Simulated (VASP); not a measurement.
# Ge (Imma) in VASP: notebook

Runs on Ge. Level: PBE. Tasks: single point.

Program: VASP 6.6.1. These are calculated values, not measurements. Logs are shortened: lines on timing, memory, paths and dates and some standing lists are left out, and cuts for length are marked.

### 1 The cell of the first run

The structure is orthorhombic, space group Imma (No. 74). Conventional cell: a = 4.992 Å, b = 5.302 Å, c = 2.874 Å, α = 90.00°, β = 90.00°, γ = 90.00°. Ge (site symmetry mm2) has 8 Ge at 2.68 to 3.08 Å within 3.5 Å.

### 2 Single point, PBE

Contents of INCAR:

```
SYSTEM = Ge
PREC     = Accurate       ! precision mode
ENCUT    = 500            ! plane-wave cutoff, eV
EDIFF    = 1E-6           ! SCF threshold, eV
ISMEAR   = 0              ! smearing method
SIGMA    = 0.016          ! smearing width, eV
LREAL    = .FALSE.        ! projectors in reciprocal space
LASPH    = .TRUE.         ! aspherical terms in the spheres
NELM     = 120            ! most SCF steps
ALGO     = Normal         ! electronic algorithm
ISIF     = 2              ! what is computed and relaxed
LWAVE    = .FALSE.        ! write WAVECAR
LCHARG   = .TRUE.         ! write CHGCAR
GGA      = PE             ! functional
LELF     = .TRUE.         ! ELF
LVHAR    = .TRUE.       
NBANDS   = 21             ! bands
GGA_COMPAT= .FALSE.
```

Contents of KPOINTS:

```
Automatic mesh
0
G
  11 11 11
  0 0 0
```

Contents of POSCAR:

```
Ge
1.0
   -2.4958980000      2.6508630000      1.4369470000
    2.4958980000     -2.6508630000      1.4369470000
    2.4958980000      2.6508630000     -1.4369470000
Ge
2
Direct
    0.3140570000      0.0640570000      0.2500000000
    0.6859430000      0.9359430000      0.7500000000
```

Potentials or basis: VASP PAW PBE potentials, release 64 (Ge_d).

On the command line:

```sh
cat potpaw_PBE.64/Ge_d/POTCAR > POTCAR
mpirun -np 1 vasp_std > vasp.out
```

OUTCAR:

```text
SYSTEM = Ge
   PREC = Accurate
   ENCUT = 500
   EDIFF = 1E-6
   ISMEAR = 0
   LREAL = .FALSE.
   LASPH = .TRUE.
   NELM = 120
   ISIF = 2
   GGA = PE

 ion  position               nearest neighbor table
   1  0.314  0.064  0.250-   2 2.68   2 2.68   2 2.72   2 2.72
   2  0.686  0.936  0.750-   1 2.68   1 2.68   1 2.72   1 2.72

  LATTYP: Found a body centered orthorhombic cell.
 ALAT       =     2.8738940000
 B/A-ratio  =     1.7369450648
 C/A-ratio  =     1.8447882907

  Lattice vectors:

 A1 = (   2.4958980000,  -2.6508630000,   1.4369470000)
 A2 = (  -2.4958980000,  -2.6508630000,  -1.4369470000)
 A3 = (   2.4958980000,   2.6508630000,  -1.4369470000)

Analysis of symmetry for initial positions (statically):
=====================================================================
 Subroutine PRICEL returns:
 Original cell was already a primitive cell.

 Routine SETGRP: Setting up the symmetry group for a
 body centered orthorhombic supercell.

 Subroutine GETGRP returns: Found  8 space group operations
 (whereof  4 operations were pure point group operations)
 out of a pool of  8 trial point group operations.

The static configuration has the point symmetry C_2h.
 The point group associated with its full space group is D_2h.

Analysis of symmetry for dynamics (positions and initial velocities):
=====================================================================
 Subroutine PRICEL returns:
 Original cell was already a primitive cell.

 Routine SETGRP: Setting up the symmetry group for a
 body centered orthorhombic supercell.

 Subroutine GETGRP returns: Found  8 space group operations
 (whereof  4 operations were pure point group operations)
 out of a pool of  8 trial point group operations.

The dynamic configuration has the point symmetry C_2h.
 The point group associated with its full space group is D_2h.

 Subroutine INISYM returns: Found  8 space group operations
 (whereof  4 operations are pure point group operations),
 and found     1 'primitive' translations

----------------------------------------------------------------------------------------

                                     Primitive cell

  volume of cell :      38.0290

  direct lattice vectors                    reciprocal lattice vectors
    -2.495898000  2.650863000  1.436947000     0.000000000  0.188617820  0.347959946
     2.495898000 -2.650863000  1.436947000     0.200328699  0.000000000  0.347959946
     2.495898000  2.650863000 -1.436947000     0.200328699  0.188617820  0.000000000

  length of vectors
     3.914255760  3.914255760  3.914255760     0.395793893  0.401506801  0.275151358

  position of ions in fractional coordinates (direct lattice)
     0.314057000  0.064057000  0.250000000
     0.685943000  0.935943000  0.750000000

  ion indices of the primitive-cell ions
   primitive index   ion index
                 1           1
                 2           2

----------------------------------------------------------------------------------------

 KPOINTS: Automatic mesh

Automatic generation of k-mesh.
 Grid dimensions read from file:
 generate k-points for:   11   11   11

 Generating k-lattice:

  Cartesian coordinates                     Fractional coordinates (reciprocal lattice)
     0.000000000  0.017147075  0.031632722     0.090909091 -0.000000000  0.000000000
     0.018211700  0.000000000  0.031632722    -0.000000000  0.090909091  0.000000000
     0.018211700  0.017147075  0.000000000     0.000000000  0.000000000  0.090909091

  Length of vectors
     0.035981263  0.036500618  0.025013760

  Shift w.r.t. Gamma in fractional coordinates (k-lattice)
     0.000000000  0.000000000  0.000000000

 Subroutine IBZKPT returns following result:
 ===========================================

 Found    216 irreducible k-points:

 Following reciprocal coordinates:
            Coordinates               Weight
  0.000000  0.000000  0.000000      1.000000
  0.090909  0.000000 -0.000000      4.000000
  0.181818  0.000000 -0.000000      4.000000
  0.272727  0.000000 -0.000000      4.000000
  0.363636  0.000000 -0.000000      4.000000
  0.454545  0.000000 -0.000000      4.000000
[... 16 lines left out ...]
  0.454545  0.181818 -0.000000      8.000000
 -0.454545  0.181818  0.000000      8.000000
 [... further k-points ...]
   k-points           NKPTS =    216   k-points in BZ     NKDIM =    216   number of bands    NBANDS=     21
   number of dos      NEDOS =    301   number of ions     NIONS =      2
   total plane-waves  NPLWV =  27000
   dimension x,y,z NGX =    30 NGY =   30 NGZ =   30
   dimension x,y,z NGXF=    60 NGYF=   60 NGZF=   60
   ions per type =               2
   NGX,Y,Z   is equivalent  to a cutoff of  12.74, 12.74, 12.74 a.u.
   NGXF,Y,Z  is equivalent  to a cutoff of  25.48, 25.48, 25.48 a.u.
 SYSTEM =  Ge
   PREC   = accura    normal or accurate (medium, high low for compatibility)
   ISTART =      0    job   : 0-new  1-cont  2-samecut
   ICHARG =      2    charge: 1-file 2-atom 10-const
   ISPIN  =      1    spin polarized calculation?
   LNONCOLLINEAR =      F non collinear calculations
   LSORBIT =      F    spin-orbit coupling
   LASPH  =      T    aspherical Exc in radial PAW
   ENCUT  =  500.0 eV  36.75 Ry    6.06 a.u.   7.14  7.14  7.14*2*pi/ulx,y,z
   NELM   =    120;   NELMIN=  2; NELMDL= -5     # of ELM steps
   EDIFF  = 0.1E-05   stopping-criterion for ELM
   LREAL  =      F    real-space projection
   EDIFFG = 0.1E-04   stopping-criterion for IOM
   NSW    =      0    number of steps for IOM
   IBRION =     -1    ionic relax: 0-MD 1-quasi-New 2-CG
   NFREE  =      0    steps in history (QN), initial steepest desc. (CG)
   ISIF   =      2    stress and relaxation
   ISYM   =      2    0-nonsym 1-usesym 2-fastsym
   POTIM  = 0.5000    time-step for ionic-motion
   TEBEG  =    0.0;   TEEND  =   0.0 temperature during run
   PSTRESS=    0.0 pullay stress
   NELECT =      28.0000    total number of electrons
   NUPDOWN=      -1.0000    fix difference up-down
   EMIN   =  10.00;   EMAX   =-10.00  energy-range for DOS
   EFERMI =   0.00;   METHOD = LEGACY
   ISMEAR =     0;   SIGMA  =   0.02  broadening in eV -4-tet -1-fermi 0-gaus
   EFERMI_NEDOS =   21; number of points for ismear=-14 and -15
   IALGO  =     38    algorithm
   IMIX   =      4    mixing-type and parameters
     AMIX     =   0.40;   BMIX     =  1.00
     AMIX_MAG =   1.60;   BMIX_MAG =  1.00
  volume/ion in A,a.u.               =      19.01       128.32
  Fermi-wavevector in a.u.,A,eV,Ry     =   1.478277  2.793539 29.732860  2.185304
  Thomas-Fermi vector in A             =   2.592578
   LORBIT       =      0    0 simple, 1 ext, 2 COOP (PROOUT), +10 PAW based schemes
   GGA     = PE    functional components
   LHFCALC =     F    Hartree Fock is set to
   AEXX    =    0.0000 exact exchange contribution
   IVDW    =     0    specifies the selected vdW correction
   LEPSILON=     F    determine dielectric tensor
   LRPA    =     F    only Hartree local field effects (RPA)
 non-spin polarized calculation
 Gauss-broadening in eV      SIGMA  =   0.02
  energy-cutoff  :      500.00
  volume of cell :       38.03
 maximum number of plane-waves:       981
 NGX is ok and might be reduce to    30
   NGX = 15   NGY = 15   NGZ = 15

 number of electron      28.0000014 magnetization

 Free energy of the ion-electron system (eV)
  ---------------------------------------------------
  ext. energy  EPLUGINS =         0.00000000
  ---------------------------------------------------
  free energy    TOTEN  =        -8.55745497 eV

  energy without entropy =       -8.55725373  energy(sigma->0) =       -8.55735435

 E-fermi :   6.5550     XC(G=0): -11.1900

 val. band max:        6.5482563471   @ k =   0.4545   0.2727   0.0909
 cond. band min:       6.5550924870   @ k =   0.4545   0.1818  -0.0000
 fundamental gap:      0.0068361400
 Fermi energy:         6.5550098792

 k-point     1 :       0.0000    0.0000    0.0000
  band No.  band energies     occupation
      1     -18.2237      2.00000
      2     -18.1478      2.00000
      3     -18.1454      2.00000
      4     -18.1415      2.00000
      5     -18.1091      2.00000
      6     -18.0729      2.00000
[... 13 lines left out ...]
     20      17.2445      0.00000
     21      19.1766      0.00000

 k-point     2 :       0.0909    0.0000   -0.0000
  band No.  band energies     occupation
      1     -18.2175      2.00000
      2     -18.1414      2.00000
      3     -18.1375      2.00000
      4     -18.1338      2.00000
      5     -18.1107      2.00000
      6     -18.0754      2.00000
[... 13 lines left out ...]
     20      17.4962      0.00000
     21      18.4990      0.00000

 k-point     3 :       0.1818    0.0000   -0.0000
  band No.  band energies     occupation
      1     -18.2004      2.00000
      2     -18.1268      2.00000
      3     -18.1217      2.00000
      4     -18.1143      2.00000
      5     -18.1061      2.00000
      6     -18.0796      2.00000
[... 13 lines left out ...]
     20      15.7124      0.00000
     21      18.6432      0.00000

 k-point     4 :       0.2727    0.0000   -0.0000
  band No.  band energies     occupation
      1     -18.1768      2.00000
      2     -18.1213      2.00000
      3     -18.1073      2.00000
      4     -18.1035      2.00000
      5     -18.0743      2.00000
      6     -18.0717      2.00000
[... 13 lines left out ...]
     20      14.5364      0.00000
     21      19.2466      0.00000

 k-point     5 :       0.3636    0.0000   -0.0000
  band No.  band energies     occupation
      1     -18.1523      2.00000
      2     -18.1213      2.00000
      3     -18.0972      2.00000
      4     -18.0923      2.00000
      5     -18.0761      2.00000
      6     -18.0756      2.00000
[... 13 lines left out ...]
     20      15.0712      0.00000
     21      20.3877      0.00000
[... 382 lines left out ...]
     20      16.5908      0.00000
     21      18.5573      0.00000

 k-point    22 :       0.3636    0.1818   -0.0000
  band No.  band energies     occupation
      1     -18.1574      2.00000
      2     -18.1303      2.00000
      3     -18.1151      2.00000
      4     -18.0834      2.00000
      5     -18.0783      2.00000
      6     -18.0536      2.00000
[... 13 lines left out ...]
     20      17.5633      0.00000
     21      18.7899      0.00000

 k-point    23 :       0.4545    0.1818   -0.0000
  band No.  band energies     occupation
      1     -18.1500      2.00000
      2     -18.1228      2.00000
      3     -18.1035      2.00000
      4     -18.0961      2.00000
      5     -18.0730      2.00000
      6     -18.0486      2.00000
[... 13 lines left out ...]
     20      17.3569      0.00000
     21      18.4924      0.00000

 k-point    24 :      -0.4545    0.1818    0.0000
  band No.  band energies     occupation
      1     -18.1526      2.00000
      2     -18.1182      2.00000
      3     -18.1086      2.00000
      4     -18.0921      2.00000
      5     -18.0844      2.00000
      6     -18.0506      2.00000
[... 13 lines left out ...]
     20      17.3665      0.00000
     21      17.5510      0.00000

 [... further k-points ...]

------------------------ aborting loop because EDIFF is reached ----------------------------------------

  FORCE on cell =-STRESS in cart. coord.  units (eV):
  Direction    XX          YY          ZZ          XY          YZ          ZX
  --------------------------------------------------------------------------------------
  -------------------------------------------------------------------------------------
  Total        0.5551539     -0.1155514      0.2044232      0.0000000      0.0000000      0.0000000
  in kB       23.3888654     -4.8682296      8.6124339      0.0000000      0.0000000      0.0000000
  external PRESSURE =       9.0443566 kB  Pullay stress =       0.0000000 kB

 VOLUME and BASIS-vectors are now :
 -----------------------------------------------------------------------------
  energy-cutoff  :      500.00
  volume of cell :       38.03
      direct lattice vectors                 reciprocal lattice vectors
    -2.495898000  2.650863000  1.436947000     0.000000000  0.188617820  0.347959946
     2.495898000 -2.650863000  1.436947000     0.200328699  0.000000000  0.347959946
     2.495898000  2.650863000 -1.436947000     0.200328699  0.188617820  0.000000000

 POSITION                                       TOTAL-FORCE (eV/Angst)
 -----------------------------------------------------------------------------------
      0.00000      1.32543      0.18409        -0.000000      0.000000      0.062283
      2.49590      1.32543      1.25285         0.000000     -0.000000     -0.062283
 -----------------------------------------------------------------------------------
    total drift:                               -0.000000     -0.000000      0.000000

  FREE ENERGIE OF THE ION-ELECTRON SYSTEM (eV)
  ---------------------------------------------------
  free  energy   TOTEN  =        -8.5574549741 eV

  energy  without entropy=       -8.5572537305  energy(sigma->0) =       -8.55735435
```

It took 2.4 min on 1 thread of Intel Xeon 8259CL, shared host; peak memory 0.26 GiB.

Results:

- Free energy: -8.5575 eV
- Pressure: 0.9 GPa
- Largest force: 0.062 eV/Å
- Band gap on the k mesh: zero (bands 14 and 15 overlap by 5.21 eV)

Forces in eV/Å, atoms in the order of the input:
```
Ge   0.000  0.000  0.062
Ge   0.000  0.000 -0.062
```

Stress tensor (GPa, compression positive):
```
 2.34  0.00  0.00
 0.00 -0.49  0.00
 0.00  0.00  0.86
```

### 3 Single point, PBE

Contents of INCAR:

```
  PREC = Accurate
  ENCUT = 500
  EDIFF = 1E-6
  ISMEAR = 0
  SIGMA = 0.017
  LREAL = F
  LASPH = T
  NELM = 120
  ALGO = Normal
  ISIF = 2
  LWAVE = F
  LCHARG = F
  GGA = PE
  NBANDS = 21
  GGA_COMPAT = F
```

Contents of KPOINTS:

```
Automatic mesh
0
Gamma
  11 11 11
```

POSCAR is that of step 2.

Potentials or basis: VASP PAW PBE potentials, release 64 (Ge_d).

On the command line:

```sh
cat potpaw_PBE.64/Ge_d/POTCAR > POTCAR
mpirun -np 1 vasp_std > vasp.out
```

Run time: 2.3 min. Hardware: 1 thread of Intel Xeon 8259CL, shared host; peak memory 0.26 GiB.

Results (log left out):

| Quantity | Value |
| --- | --- |
| Free energy | -8.5575 eV |
| Pressure | 0.9 GPa |
| Largest force | 0.062 eV/Å |
| Band gap on the k mesh | zero (bands 14 and 15 overlap by 5.21 eV) |

Forces on the atoms (eV/Å):
```
Ge   0.000  0.000  0.062
Ge   0.000  0.000 -0.062
```

Stress tensor (GPa, compression positive):
```
 2.33  0.00  0.00
 0.00 -0.47  0.00
 0.00  0.00  0.86
```

Levels at points of the mesh, in eV from the Fermi level:
| k point | band 10 | band 11 | band 12 | band 13 | band 14 | band 15 | band 16 | band 17 | band 18 | band 19 |
| --- | --- | --- | --- | --- | --- | --- | --- | --- | --- | --- |
| (0.00, 0.00, 0.00) | -24.47 | -13.12 | -3.84 | -2.37 | -1.93 | 3.45 | 6.93 | 7.15 | 7.87 | 8.21 |

### 4 Single point, PBE

Contents of INCAR:

```
SYSTEM = Ge
ALGO = Normal
EDIFF = 1E-6
ENCUT = 500
GGA = PE
GGA_COMPAT = .False.
ISIF = 2
ISMEAR = 0
LASPH = .True.
LCHARG = .True.
LELF = .True.
LREAL = .False.
LVHAR = .True.
LWAVE = .False.
NBANDS = 21
NELM = 120
PREC = Accurate
SIGMA = 0.018000000000000002
```

Contents of KPOINTS:

```
k-points
0
Gamma
  11 11 11
  0 0 0
```

POSCAR is that of step 3.

On the command line:

```sh
cat potpaw_PBE.64/Ge_d/POTCAR > POTCAR
mpirun -np 1 vasp_std > vasp.out
```

Wall time 2.3 min (1 thread of Intel Xeon 8259CL, shared host); peak memory 0.26 GiB.

It converged, with:

* Free energy: -8.5575 eV
* Pressure: 0.9 GPa
* Largest force: 0.062 eV/Å
* Band gap on the k mesh: zero (bands 14 and 15 overlap by 5.21 eV)

Forces on the atoms (eV/Å):
```
Ge   0.000  0.000  0.062
Ge   0.000  0.000 -0.062
```

Stress tensor (GPa, compression positive):
```
 2.32  0.00  0.00
 0.00 -0.46  0.00
 0.00  0.00  0.85
```

Levels at points of the mesh, in eV from the Fermi level:
| k point | band 10 | band 11 | band 12 | band 13 | band 14 | band 15 | band 16 | band 17 | band 18 | band 19 |
| --- | --- | --- | --- | --- | --- | --- | --- | --- | --- | --- |
| (0.00, 0.00, 0.00) | -24.47 | -13.12 | -3.84 | -2.37 | -1.93 | 3.45 | 6.93 | 7.15 | 7.87 | 8.21 |

### 5 Overview

```tsv
smearing	gap on the mesh (eV)	pressure (GPa)	largest force (eV/Å)
gaussian 0.016 eV	none	0.9	0.06
gaussian 0.017 eV	none	0.9	0.06
gaussian 0.018 eV	none	0.9	0.06
```

Alike in all rows: task single point; level PBE; potentials or basis VASP PAW PBE potentials, release 64 (Ge_d); no spin polarisation; cell as given; k mesh 11 × 11 × 11; cutoff (eV) 500.

Absolute energies hang on the potentials; compare differences alone.
